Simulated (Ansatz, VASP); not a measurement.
# Two plane-wave programs on BaTe

Contents of POSCAR:

```
BaTe
1.0
    0.0000000000      3.4099993980      3.4099993980
    3.4099993980      0.0000000000      3.4099993980
    3.4099993980      3.4099993980      0.0000000000
Ba Te
1 1
Direct
    0.5000000000      0.5000000000      0.5000000000
    0.0000000000      0.0000000000      0.0000000000
```

File INCAR.step1:

```
ALGO = Normal ; EDIFF = 1E-4
ENCUT = 520 ; GGA = PE
ISMEAR = 0 ; LASPH = True
LCHARG = False ; LREAL = False
LWAVE = True ; NBANDS = 15
NELM = 60 ; PREC = Accurate
SIGMA = 0.05
```

File INCAR.step2:

```
ALGO = Normal ; EDIFF = 1E-6
ENCUT = 520 ; ISIF = 2
ISMEAR = 0 ; ISTART = 1
LASPH = True ; LCHARG = True
LELF = True ; LMIXTAU = True
LREAL = False ; LVHAR = True
LWAVE = False ; METAGGA = R2SCAN
NBANDS = 15 ; NELM = 60
PREC = Accurate ; SIGMA = 0.05
```

KPOINTS

```
k-points
0
Gamma
  6 6 6
```

Input for Ansatz:

```yaml
crystal:
  lattice:
    - [0.0, 3.409999398, 3.409999398]
    - [3.409999398, 0.0, 3.409999398]
    - [3.409999398, 3.409999398, 0.0]
  atoms:
    - { symbol: Ba, position: [0.5, 0.5, 0.5] }
    - { symbol: Te, position: [0.0, 0.0, 0.0] }
basis:
  ecutwfc: 500
  ecutrho_ratio: 4
kpoints:
  mp_grid: { grid: [6, 6, 6] }
hamiltonian:
  xc: r2scan
scf:
  occupations: { method: gaussian, width: 0.05 }
output:
  forces: true
  stress: true
  eigenvalues: true
```

Alike in both runs: task single point; functional r2SCAN; k mesh 6 × 6 × 6; occupations gaussian, width 0.05 eV; no spin polarisation.

|  | VASP | Ansatz |
| --- | --- | --- |
| version | VASP 6.6.1 | Ansatz 0.2.0 |
| potentials or method | VASP PAW PBE potentials, release 64 (Ba_sv, Te), cutoff 520 eV | scalar-relativistic, plane waves, PAW |
| valence electrons in the cell | 16 | 26 |

```tsv
	VASP	Ansatz	Ansatz less VASP
gap on the k mesh at the Fermi level (eV)	1.68	1.78	+0.095
least direct gap on the mesh (eV)	2.07	2.13	+0.058
pressure (GPa)	4.5	4.1	-0.46
```

VASP's potentials were made for PBE, not for r2SCAN. VASP's potentials hold 16 valence electrons a cell and Ansatz's 26, so a difference there can come from the potentials and not from the codes.

Spin-orbit coupling is off throughout.
